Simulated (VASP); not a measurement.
Ge: single point with LDA

The system is Ge.

```
Ge
1.0
     1.46794   -2.55962    0.00000
     1.46794    2.55962    0.00000
     0.00000    0.00000    4.66370
Ge
2
Direct
  0.33345 0.66655 0.25000
  0.66655 0.33345 0.75000
```

This cell differs from its parent crystal: volume scaled by 0.96.

```
Program                : VASP 6.6.1
Task                   : single point
Functional             : LDA
Potentials or basis    : VASP PAW LDA potentials, release 64 (Ge_d)
Cutoff                 : 520 eV
k mesh                 : 10 × 10 × 6
Occupations            : fermi-dirac, width 0.05 eV
Spin                   : no spin polarisation
Dipole correction      : no
Further INCAR settings : ALGO = Normal; EDIFF = 1e-07; NBANDS = 21
```

```
Pressure               : 2.2 GPa
Band gap on the k mesh : zero (band 14 reaches 14.18 eV, above the bottom of band 15 at 4.95 eV)
```

Stress tensor (GPa, compression positive):
```
1.17 0.00 0.00
0.00 1.51 0.00
0.00 0.00 4.04
```

Levels at points of the mesh, in eV from the Fermi level:
```csv
k point,band 12,band 13,band 14,band 15,band 16,band 17
"(0.00, 0.00, 0.00)",-7.56,-5.71,6.82,6.93,8.97,9.09
"(0.50, 0.00, 0.00)",-7.25,-2.21,-1.27,-0.92,1.47,2.50
"(0.50, 0.50, 0.00)",-7.30,-2.25,-1.30,-0.98,1.44,2.66
"(0.00, 0.00, 0.50)",-11.96,1.98,1.98,8.00,8.00,8.12
"(0.50, 0.00, 0.50)",-7.06,-5.09,-5.09,4.22,4.22,5.26
"(0.50, 0.50, 0.50)",-7.13,-5.11,-5.11,4.38,4.38,5.29
```

It took 24 s on 1 thread of Intel(R) Xeon(R) 6975P-C (Granite Rapids), on a shared host, peak memory 0.18 GiB.
